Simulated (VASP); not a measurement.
# Si3N4 (P-43m) in VASP: further runs

Aim: see how the results for Si3N4 move with the level of theory and the settings. Levels: PBEsol, LDA, PBE, RPBE. Tasks: relaxation of cell and atoms, single point.

Program: VASP 6.6.1. These are calculated values, not measurements. Logs are shortened: lines on timing, memory, paths and dates and some standing lists are left out, and cuts for length are marked.

**1. The cell of the first run**

The structure is cubic, space group P-43m (No. 215). The conventional cell has a = 4.131 Å, b = 4.131 Å, c = 4.131 Å, α = 90.00°, β = 90.00°, γ = 90.00°. Within 2.3 Å of Si (site symmetry -42m) lie 4 N at 1.77 Å. Within 2.3 Å of N (site symmetry 3m) lie 3 Si at 1.77 Å.

**2. Relaxation of cell and atoms, PBEsol**

The input, INCAR:

```
  ALGO = Normal
  EDIFF = 1E-6
  EDIFFG = -0.005
  ENCUT = 600
  GGA = PS
  IBRION = 2
  ISIF = 3
  ISMEAR = -1
  LASPH = True
  LCHARG = False
  LREAL = False
  LWAVE = False
  NELM = 80
  NSW = 80
  PREC = Accurate
  SIGMA = 0.05
```

The input, KPOINTS:

```
k-points
0
Gamma
  6 6 6
```

The input, POSCAR:

```
Si3N4
1.0
    4.1307800000      0.0000000000      0.0000000000
    0.0000000000      4.1307800000      0.0000000000
    0.0000000000      0.0000000000      4.1307800000
Si N
3 4
Direct
    0.0000000000      0.0000000000      0.5000000000
    0.5000000000      0.0000000000      0.0000000000
    0.0000000000      0.5000000000      0.0000000000
    0.2395200000      0.2395200000      0.7604800000
    0.7604800000      0.7604800000      0.7604800000
    0.2395200000      0.7604800000      0.2395200000
    0.7604800000      0.2395200000      0.2395200000
```

Potentials or basis: VASP PAW PBE potentials, release 64 (Si, N).

Run with:

```sh
$ cat potpaw_PBE.64/Si/POTCAR potpaw_PBE.64/N/POTCAR > POTCAR
$ mpirun -np 1 vasp_std > vasp.out
```

OUTCAR:

```text
EDIFF = 1E-6
   EDIFFG = -0.005
   ENCUT = 600
   GGA = PS
   IBRION = 2
   ISIF = 3
   ISMEAR = -1
   LASPH = True
   LREAL = False
   NELM = 80
   NSW = 80
   PREC = Accurate

 ion  position               nearest neighbor table
   1  0.000  0.000  0.500-   4 1.77   5 1.77   6 1.77   7 1.77   2 2.92   3 2.92   2 2.92   3 2.92
                             3 2.92   3 2.92   2 2.92   2 2.92
   2  0.500  0.000  0.000-   4 1.77   5 1.77   6 1.77   7 1.77   1 2.92   3 2.92   1 2.92   3 2.92
                             1 2.92   3 2.92   1 2.92   3 2.92
   3  0.000  0.500  0.000-   4 1.77   5 1.77   6 1.77   7 1.77   1 2.92   2 2.92   1 2.92   1 2.92
                             2 2.92   1 2.92   2 2.92   2 2.92
   4  0.240  0.240  0.760-   1 1.77   2 1.77   3 1.77
   5  0.760  0.760  0.760-   1 1.77   2 1.77   3 1.77
   6  0.240  0.760  0.240-   1 1.77   2 1.77   3 1.77
   7  0.760  0.240  0.240-   1 1.77   2 1.77   3 1.77

  LATTYP: Found a simple cubic cell.
 ALAT       =     4.1307800000

  Lattice vectors:

 A1 = (   4.1307800000,   0.0000000000,   0.0000000000)
 A2 = (   0.0000000000,   4.1307800000,   0.0000000000)
 A3 = (   0.0000000000,   0.0000000000,   4.1307800000)

Analysis of symmetry for initial positions (statically):
=====================================================================
 Subroutine PRICEL returns:
 Original cell was already a primitive cell.

 Routine SETGRP: Setting up the symmetry group for a
 simple cubic supercell.

 Subroutine GETGRP returns: Found 24 space group operations
 (whereof 24 operations were pure point group operations)
 out of a pool of 48 trial point group operations.

The static configuration has the point symmetry T_d .

Analysis of symmetry for dynamics (positions and initial velocities):
=====================================================================
 Subroutine PRICEL returns:
 Original cell was already a primitive cell.

 Routine SETGRP: Setting up the symmetry group for a
 simple cubic supercell.

 Subroutine GETGRP returns: Found 24 space group operations
 (whereof 24 operations were pure point group operations)
 out of a pool of 48 trial point group operations.

The dynamic configuration has the point symmetry T_d .

 Subroutine INISYM returns: Found 24 space group operations
 (whereof 24 operations are pure point group operations),
 and found     1 'primitive' translations

----------------------------------------------------------------------------------------

                                     Primitive cell

  volume of cell :      70.4849

  direct lattice vectors                    reciprocal lattice vectors
     4.130780000  0.000000000  0.000000000     0.242085030  0.000000000  0.000000000
     0.000000000  4.130780000  0.000000000     0.000000000  0.242085030  0.000000000
     0.000000000  0.000000000  4.130780000     0.000000000  0.000000000  0.242085030

  length of vectors
     4.130780000  4.130780000  4.130780000     0.242085030  0.242085030  0.242085030

  position of ions in fractional coordinates (direct lattice)
     0.000000000  0.000000000  0.500000000
     0.500000000  0.000000000  0.000000000
     0.000000000  0.500000000  0.000000000
     0.239520000  0.239520000  0.760480000
     0.760480000  0.760480000  0.760480000
     0.239520000  0.760480000  0.239520000
     0.760480000  0.239520000  0.239520000

  ion indices of the primitive-cell ions
   primitive index   ion index
                 1           1
                 2           2
                 3           3
                 4           4
                 5           5
                 6           6
                 7           7

----------------------------------------------------------------------------------------

 KPOINTS: k-points

Automatic generation of k-mesh.
 Grid dimensions read from file:
 generate k-points for:    6    6    6

 Generating k-lattice:

  Cartesian coordinates                     Fractional coordinates (reciprocal lattice)
     0.040347505  0.000000000  0.000000000     0.166666667  0.000000000  0.000000000
     0.000000000  0.040347505  0.000000000     0.000000000  0.166666667  0.000000000
     0.000000000  0.000000000  0.040347505     0.000000000  0.000000000  0.166666667

  Length of vectors
     0.040347505  0.040347505  0.040347505

  Shift w.r.t. Gamma in fractional coordinates (k-lattice)
     0.000000000  0.000000000  0.000000000

 Subroutine IBZKPT returns following result:
 ===========================================

 Found     20 irreducible k-points:

 Following reciprocal coordinates:
            Coordinates               Weight
  0.000000  0.000000  0.000000      1.000000
  0.166667  0.000000  0.000000      6.000000
  0.333333  0.000000  0.000000      6.000000
  0.500000  0.000000  0.000000      3.000000
  0.166667  0.166667  0.000000     12.000000
  0.333333  0.166667  0.000000     24.000000
[... 12 lines left out ...]
  0.500000  0.500000  0.333333      6.000000
[... 41 lines left out ...]
  Fermi-wavevector in a.u.,A,eV,Ry     =   1.258228  2.377707 21.539904  1.583138
  Thomas-Fermi vector in A             =   2.391848
   LORBIT       =      0    0 simple, 1 ext, 2 COOP (PROOUT), +10 PAW based schemes
   GGA     = PS    functional components
   LHFCALC =     F    Hartree Fock is set to
   AEXX    =    0.0000 exact exchange contribution
   IVDW    =     0    specifies the selected vdW correction
   LEPSILON=     F    determine dielectric tensor
   LRPA    =     F    only Hartree local field effects (RPA)
 conjugate gradient relaxation of ions
 non-spin polarized calculation
  energy-cutoff  :      600.00
  volume of cell :       70.48
 maximum number of plane-waves:      2373
 NGX is ok and might be reduce to    36
   NGX = 17   NGY = 17   NGZ = 17

--------------------------------------- Ionic step        1  -------------------------------------------

 number of electron      31.9999999 magnetization

 Free energy of the ion-electron system (eV)
  ---------------------------------------------------
  ext. energy  EPLUGINS =         0.00000000
  ---------------------------------------------------
  free energy    TOTEN  =       -58.52874512 eV

  energy without entropy =      -58.52874512  energy(sigma->0) =      -58.52874512

------------------------ aborting loop because EDIFF is reached ----------------------------------------

  FORCE on cell =-STRESS in cart. coord.  units (eV):
  Direction    XX          YY          ZZ          XY          YZ          ZX
  --------------------------------------------------------------------------------------
  -------------------------------------------------------------------------------------
  Total       -1.7555057     -1.7555057     -1.7555057      0.0000000      0.0000000     -0.0000000
  in kB      -39.9040190    -39.9040190    -39.9040190      0.0000000      0.0000000     -0.0000000
  external PRESSURE =     -39.9040190 kB  Pullay stress =       0.0000000 kB

 VOLUME and BASIS-vectors are now :
 -----------------------------------------------------------------------------
  energy-cutoff  :      600.00
  volume of cell :       70.48
      direct lattice vectors                 reciprocal lattice vectors
     4.130780000  0.000000000  0.000000000     0.242085030  0.000000000  0.000000000
     0.000000000  4.130780000  0.000000000     0.000000000  0.242085030  0.000000000
     0.000000000  0.000000000  4.130780000     0.000000000  0.000000000  0.242085030
[... 124 lines left out ...]
 POSITION                                       TOTAL-FORCE (eV/Angst)
 -----------------------------------------------------------------------------------
      0.00000      0.00000      2.05339         0.000000     -0.000000      0.000000
      2.05339     -0.00000     -0.00000        -0.000000     -0.000000     -0.000000
      0.00000      2.05339     -0.00000         0.000000      0.000000      0.000000
      0.98580      0.98580      3.12098         0.018339      0.018339     -0.018339
      3.12098      3.12098      3.12098        -0.018339     -0.018339     -0.018339
      0.98580      3.12098      0.98580         0.018339     -0.018339      0.018339
      3.12098      0.98580      0.98580        -0.018339      0.018339      0.018339
 -----------------------------------------------------------------------------------
    total drift:                                0.000000      0.000000      0.000000

  FREE ENERGIE OF THE ION-ELECTRON SYSTEM (eV)
  ---------------------------------------------------
  free  energy   TOTEN  =       -58.5442012195 eV

  energy  without entropy=      -58.5442012194  energy(sigma->0) =      -58.54420122

--------------------------------------- Ionic step        5  -------------------------------------------

 number of electron      31.9999998 magnetization

 Free energy of the ion-electron system (eV)
  ---------------------------------------------------
  ext. energy  EPLUGINS =         0.00000000
  ---------------------------------------------------
  free energy    TOTEN  =       -58.54433878 eV

  energy without entropy =      -58.54433878  energy(sigma->0) =      -58.54433878

 E-fermi :   8.0366     XC(G=0): -11.4397

 val. band max:        6.9360304209   @ k =   0.5000   0.5000   0.5000
 cond. band min:       9.5266614694   @ k =   0.0000   0.0000   0.0000
 fundamental gap:      2.5906310486
 Fermi energy:         8.0365957645

 k-point     1 :       0.0000    0.0000    0.0000
  band No.  band energies     occupation
      1     -11.1645      2.00000
      2      -7.1644      2.00000
      3      -7.1644      2.00000
      4      -7.1644      2.00000
      5      -1.7591      2.00000
      6      -1.7591      2.00000
[... 12 lines left out ...]
     19       9.5267      0.00000
     20      11.2825      0.00000
[... 457 lines left out ...]
 POSITION                                       TOTAL-FORCE (eV/Angst)
 -----------------------------------------------------------------------------------
      0.00000      0.00000      2.05291         0.000000      0.000000     -0.000000
      2.05291     -0.00000     -0.00000         0.000000      0.000000     -0.000000
      0.00000      2.05291     -0.00000         0.000000      0.000000     -0.000000
      0.98666      0.98666      3.11916         0.000526      0.000526     -0.000526
      3.11916      3.11916      3.11916        -0.000526     -0.000526     -0.000526
      0.98666      3.11916      0.98666         0.000526     -0.000526      0.000526
      3.11916      0.98666      0.98666        -0.000526      0.000526      0.000526
 -----------------------------------------------------------------------------------
    total drift:                                0.000000      0.000000      0.000000

  FREE ENERGIE OF THE ION-ELECTRON SYSTEM (eV)
  ---------------------------------------------------
  free  energy   TOTEN  =       -58.5443387844 eV

  energy  without entropy=      -58.5443387843  energy(sigma->0) =      -58.54433878

 reached required accuracy - stopping structural energy minimisation
```

Wall time 2.8 min (1 thread of Intel Xeon 8259CL, shared host); peak memory 0.21 GiB.

What came out:

| Item | Value |
| --- | --- |
| Free energy | -58.5443 eV |
| Relaxed volume | 9.89 Å³/atom |
| Relaxed cell | a = 4.106 Å, b = 4.106 Å, c = 4.106 Å, α = 90.00°, β = 90.00°, γ = 90.00° |
| Space group after relaxing (to 0.05 Å) | P-43m (No. 215) |
| Energy gained by relaxing | 2.2 meV/atom |
| Ionic steps | 5 |
| Pressure after relaxing | 0.0 GPa |
| Band gap on the k mesh | 2.59 eV, indirect (least direct gap 2.80 eV) |

The path:
| step | energy change (eV) | largest force (eV/Å) | pressure (GPa) | volume (Å³) |
| --- | --- | --- | --- | --- |
| 1 | 0.0000 | 0.0477 | -3.99 | 70.48 |
| 2 | 0.0106 | 0.3367 | 5.46 | 67.96 |
| 3 | -0.0141 | 0.1113 | -0.08 | 69.38 |
| 4 | -0.0155 | 0.0318 | -0.05 | 69.26 |
| 5 | -0.0156 | 0.0009 | -0.03 | 69.22 |

Final structure:
```xyz
7
Lattice="4.1058 0.0000 0.0000 0.0000 4.1058 0.0000 0.0000 0.0000 4.1058" Properties=species:S:1:pos:R:3 pbc="T T T"
Si    0.0000    0.0000    2.0529
Si    2.0529    0.0000    0.0000
Si    0.0000    2.0529    0.0000
N     0.9867    0.9867    3.1192
N     3.1192    3.1192    3.1192
N     0.9867    3.1192    0.9867
N     3.1192    0.9867    0.9867
```

Levels at points of the mesh, in eV from the valence-band top:
```
           k point  band 14  band 15  band 16  band 17  band 18  band 19
(0.00, 0.00, 0.00)    -0.21    -0.21    -0.21     2.59     2.59     2.59
(0.50, 0.00, 0.00)    -2.40    -0.58    -0.58     4.85     5.68     5.68
(0.50, 0.50, 0.00)    -1.88    -0.26    -0.26     6.29     6.29     7.88
(0.50, 0.50, 0.50)     0.00     0.00     0.00     5.85     5.85     5.85
```

Caveat: the PAW data sets were made with another functional, which shifts forces and pressure a little. A k mesh can miss the band edges.

**3. Relaxation of cell and atoms, LDA**

The input, INCAR:

```
SYSTEM = Si3N4
PREC = Accurate
ENCUT = 600
EDIFF = 1E-6
ISMEAR = -1
SIGMA = 0.05
LREAL = .False.
LASPH = .True.
NELM = 80
ALGO = Normal
ISIF = 3
LWAVE = .False.
LCHARG = .False.
GGA = CA
IBRION = 2
NSW = 80
EDIFFG = -0.005
```

The input, KPOINTS:

```
regular mesh
0
Gamma
  6 6 6
  0 0 0
```

POSCAR is that of step 2.

Potentials or basis: VASP PAW LDA potentials, release 64 (Si, N).

Run with:

```sh
$ cat potpaw_LDA.64/Si/POTCAR potpaw_LDA.64/N/POTCAR > POTCAR
$ mpirun -np 1 vasp_std > vasp.out
```

It took 2.8 min on 1 thread of Intel Xeon 8259CL, shared host; peak memory 0.18 GiB.

Results (log left out):

```yaml
Free_energy: -61.5709 eV
Relaxed_volume: 9.70 Å³/atom
Relaxed_cell: a = 4.079 Å, b = 4.079 Å, c = 4.079 Å, α = 90.00°, β = 90.00°, γ = 90.00°
Space_group_after_relaxing_to_0.05_Å: P-43m (No. 215)
Energy_gained_by_relaxing: 10.4 meV/atom
Ionic_steps: 6
Pressure_after_relaxing: 0.0 GPa
Largest_force_after_relaxing: 0.003 eV/Å
Band_gap_on_the_k_mesh: 2.63 eV, indirect (least direct gap 2.84 eV)
```

Forces in eV/Å, atoms in the order of the input:
```
Si   0.000  0.000  0.000
Si   0.000  0.000  0.000
Si   0.000  0.000  0.000
N    0.002  0.002 -0.002
N   -0.002 -0.002 -0.002
N    0.002 -0.002  0.002
N   -0.002  0.002  0.002
```

Step by step:
| step | energy change (eV) | largest force (eV/Å) | pressure (GPa) | volume (Å³) |
| --- | --- | --- | --- | --- |
| 1 | 0.0000 | 0.2955 | -8.93 | 70.48 |
| 2 | 0.0820 | 0.8159 | 14.54 | 64.92 |
| 3 | -0.0711 | 0.1210 | -0.34 | 68.16 |
| 4 | -0.0711 | 0.1299 | -0.15 | 68.11 |
| 5 | -0.0730 | 0.0392 | 0.00 | 67.95 |
| 6 | -0.0731 | 0.0032 | 0.05 | 67.89 |

Final structure:
```xyz
7
Lattice="4.0794 0.0000 0.0000 0.0000 4.0794 0.0000 0.0000 0.0000 4.0794" Properties=species:S:1:pos:R:3 pbc="T T T"
Si    0.0000    0.0000    2.0397
Si    2.0397    0.0000    0.0000
Si    0.0000    2.0397    0.0000
N     0.9781    0.9781    3.1012
N     3.1012    3.1012    3.1012
N     0.9781    3.1012    0.9781
N     3.1012    0.9781    0.9781
```

Levels at points of the mesh, in eV from the valence-band top:
| k point | band 12 | band 13 | band 14 | band 15 | band 16 | band 17 | band 18 | band 19 | band 20 |
| --- | --- | --- | --- | --- | --- | --- | --- | --- | --- |
| (0.00, 0.00, 0.00) | -3.40 | -3.40 | -0.21 | -0.21 | -0.21 | 2.63 | 2.63 | 2.63 | 4.67 |
| (0.50, 0.00, 0.00) | -3.42 | -3.18 | -2.47 | -0.57 | -0.57 | 4.93 | 5.71 | 5.71 | 5.94 |
| (0.50, 0.50, 0.00) | -3.22 | -2.51 | -1.92 | -0.27 | -0.27 | 6.35 | 6.35 | 7.97 | 7.97 |
| (0.50, 0.50, 0.50) | -2.78 | -2.78 | 0.00 | 0.00 | 0.00 | 6.05 | 6.05 | 6.05 | 8.48 |

**4. Single point, PBE**

The input, INCAR:

```
SYSTEM = Si3N4
ALGO = Normal ; EDIFF = 1E-7
ENCUT = 520 ; GGA = PE
ISIF = 2 ; ISMEAR = -1
LASPH = .True. ; LCHARG = .False.
LREAL = .False. ; LWAVE = .False.
NBANDS = 25 ; NELM = 80
PREC = Accurate ; SIGMA = 0.05
```

The input, KPOINTS:

```
k-points
0
Gamma
  5 5 5
  0 0 0
```

POSCAR is that of step 3.

Potentials or basis: VASP PAW PBE potentials, release 64 (Si, N).

Run with:

```sh
$ cat potpaw_PBE.64/Si/POTCAR potpaw_PBE.64/N/POTCAR > POTCAR
$ mpirun -np 1 vasp_std > vasp.out
```

Wall time 6.8 s (1 thread of Intel Xeon 6975P-C (Granite Rapids), shared host); peak memory 0.17 GiB.

Results (log left out):

- Free energy: -55.5520 eV
- Pressure: -0.2 GPa
- Largest force: 0.017 eV/Å
- Band gap on the k mesh: 2.76 eV, indirect (least direct gap 2.92 eV)

Forces on the atoms (eV/Å):
```
Si   0.000  0.000  0.000
Si   0.000  0.000  0.000
Si   0.000  0.000  0.000
N   -0.010 -0.010  0.010
N    0.010  0.010  0.010
N   -0.010  0.010 -0.010
N    0.010 -0.010 -0.010
```

Levels at points of the mesh, in eV from the valence-band top:
```csv
k point,band 13,band 14,band 15,band 16,band 17,band 18,band 19,band 20
"(0.00, 0.00, 0.00)",-3.30,-0.16,-0.16,-0.16,2.76,2.76,2.76,4.23
```

**5. Single point, RPBE**

This run uses another cell than the first one, of 10.24 Å³/atom, 1.017 times its volume.

The input, INCAR:

```
SYSTEM = Si3N4
PREC = Accurate
ENCUT = 520
EDIFF = 1E-6
ISMEAR = -1
SIGMA = 0.05
LREAL = .False.
LASPH = .True.
NELM = 100
ALGO = Normal
ISIF = 2
LWAVE = .False.
LCHARG = .False.
GGA = RP
NBANDS = 25
```

The input, KPOINTS:

```
Automatic mesh
0
Gamma
  7 7 7
  0 0 0
```

The input, POSCAR:

```
Si3N4
1.0
    4.1542066021      0.0000000000      0.0000000000
    0.0000000000      4.1542066021      0.0000000000
    0.0000000000      0.0000000000      4.1542066021
Si N
3 4
Direct
    0.0000000000      0.0000000000      0.5000000000
    0.5000000000      0.0000000000      0.0000000000
    0.0000000000      0.5000000000      0.0000000000
    0.2393414220      0.2393414220      0.7606585780
    0.7606585780      0.7606585780      0.7606585780
    0.2393414220      0.7606585780      0.2393414220
    0.7606585780      0.2393414220      0.2393414220
```

Run with:

```sh
$ cat potpaw_PBE.64/Si/POTCAR potpaw_PBE.64/N/POTCAR > POTCAR
$ mpirun -np 1 vasp_std > vasp.out
```

Run time: 12 s. Hardware: 1 thread of Intel Xeon 6975P-C (Granite Rapids), shared host; peak memory 0.17 GiB.

Results (log left out):

- Free energy: -52.9161 eV
- Pressure: -0.7 GPa
- Largest force: 0.036 eV/Å
- Band gap on the k mesh: 2.77 eV, indirect (least direct gap 2.95 eV)

Forces on the atoms (eV/Å):
```
Si   0.000  0.000  0.000
Si   0.000  0.000  0.000
Si   0.000  0.000  0.000
N   -0.021 -0.021  0.021
N    0.021  0.021  0.021
N   -0.021  0.021 -0.021
N    0.021 -0.021 -0.021
```

Levels at points of the mesh, in eV from the valence-band top:
| k point | band 13 | band 14 | band 15 | band 16 | band 17 | band 18 | band 19 | band 20 |
| --- | --- | --- | --- | --- | --- | --- | --- | --- |
| (0.00, 0.00, 0.00) | -3.30 | -0.18 | -0.18 | -0.18 | 2.77 | 2.77 | 2.77 | 4.06 |

Caveat: the PAW data sets were made with another functional, which shifts forces and pressure a little.

**6. The runs side by side**

| task | level | potentials or basis | cell | k mesh | cutoff (eV) | gap on the mesh (eV) | pressure (GPa) | relaxed volume (Å³/atom) | largest force (eV/Å) |
| --- | --- | --- | --- | --- | --- | --- | --- | --- | --- |
| relaxation of cell and atoms | PBEsol | VASP PAW PBE potentials, release 64 (Si, N) | relaxed from a = 4.131 Å, 7 atoms | 6 × 6 × 6 | 600 | 2.59 | 0.0 | 9.89 | - |
| relaxation of cell and atoms | LDA | VASP PAW LDA potentials, release 64 (Si, N) | relaxed from a = 4.131 Å, 7 atoms | 6 × 6 × 6 | 600 | 2.63 | 0.0 | 9.70 | - |
| single point | PBE | VASP PAW PBE potentials, release 64 (Si, N) | a = 4.131 Å, 7 atoms | 5 × 5 × 5 | 520 | 2.76 | -0.2 | - | 0.02 |
| single point | RPBE | VASP PAW PBE potentials, release 64 (Si, N) | a = 4.154 Å, 7 atoms | 7 × 7 × 7 | 520 | 2.77 | -0.7 | - | 0.04 |

Alike in all rows: no spin polarisation; smearing fermi-dirac 0.05 eV.

Caveats: the PAW data sets were made with another functional, which shifts forces and pressure a little (some runs).

Total energies depend on the potentials used, so only differences within one code and one set of settings carry meaning.
